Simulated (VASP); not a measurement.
Wanted: the native input for a VASP 6.6.1 run.

```
Task                   : single point
Functional             : LDA
Potentials or basis    : VASP PAW LDA potentials, release 64 (Sc_sv, Pt)
Cutoff                 : 500 eV
k mesh                 : 7 × 7 × 7
Occupations            : methfessel-paxton, width 0.1 eV
Spin                   : no spin polarisation
Dipole correction      : no
Further INCAR settings : ALGO = Normal; EDIFF = 1e-06; NBANDS = 18
```

The structure of ScPt lies in POSCAR:

```
ScPt
1.0
    3.3341339293      0.0000000000      0.0000000000
    0.0000000000      3.3341339293      0.0000000000
    0.0000000000      0.0000000000      3.3341339293
Sc Pt
1 1
Direct
    0.5000000000      0.5000000000      0.5000000000
    0.0000000000      0.0000000000      0.0000000000
```

The input as run:

INCAR

```
PREC = Accurate ; ENCUT = 500
EDIFF = 1E-6 ; ISMEAR = 1
SIGMA = 0.1 ; LREAL = False
LASPH = True ; NELM = 120
ALGO = Normal ; ISIF = 2
LWAVE = False ; LCHARG = False
NBANDS = 18 ; GGA_COMPAT = False
```

KPOINTS

```
Automatic mesh
0
Gamma
  7 7 7
```

Potentials or basis: VASP PAW LDA potentials, release 64 (Sc_sv, Pt).

Run with:

```bash
$ cat potpaw_LDA.64/Sc_sv/POTCAR potpaw_LDA.64/Pt/POTCAR > POTCAR
$ mpirun -np 1 vasp_std > vasp.out
```

Results of the run:

```
Pressure : -11.5 GPa
```

Wall time 6.5 s on 1 thread of Intel(R) Xeon(R) Platinum 8488C (Sapphire Rapids) (shared host), peak memory 0.13 GiB.
